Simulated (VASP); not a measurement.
Input of a VASP 6.6.1 run:

INCAR

```
ALGO = Normal ; EDIFF = 1E-7
ENCUT = 520 ; GGA = PE
ISIF = 2 ; ISMEAR = 0
LASPH = T ; LCHARG = F
LREAL = F ; LWAVE = F
NBANDS = 13 ; NELM = 100
PREC = Accurate ; SIGMA = 0.1
```

KPOINTS

```
k-points
0
Gamma
  8 8 8
```

File POSCAR:

```
C
1.0
   -1.6874529200      1.6874529200      1.6874529200
    1.6874529200     -1.6874529200      1.6874529200
    1.6874529200      1.6874529200     -1.6874529200
C
3
Direct
    0.0000000000      0.5000000000      0.5000000000
    0.5000000000      0.0000000000      0.5000000000
    0.5000000000      0.5000000000      0.0000000000
```

Potentials or basis: VASP PAW PBE potentials, release 64 (C).

Command:

```sh
$ cat potpaw_PBE.64/C/POTCAR > POTCAR
$ mpirun -np 1 vasp_std > vasp.out
```

(1) Estimate the band gap on the k mesh.

(2) What does it give for the pressure?

Results:

(1) zero (bands 6 and 7 overlap by 2.58 eV).

(2) -11.9 GPa.

Caveat: the cell stands under tension.
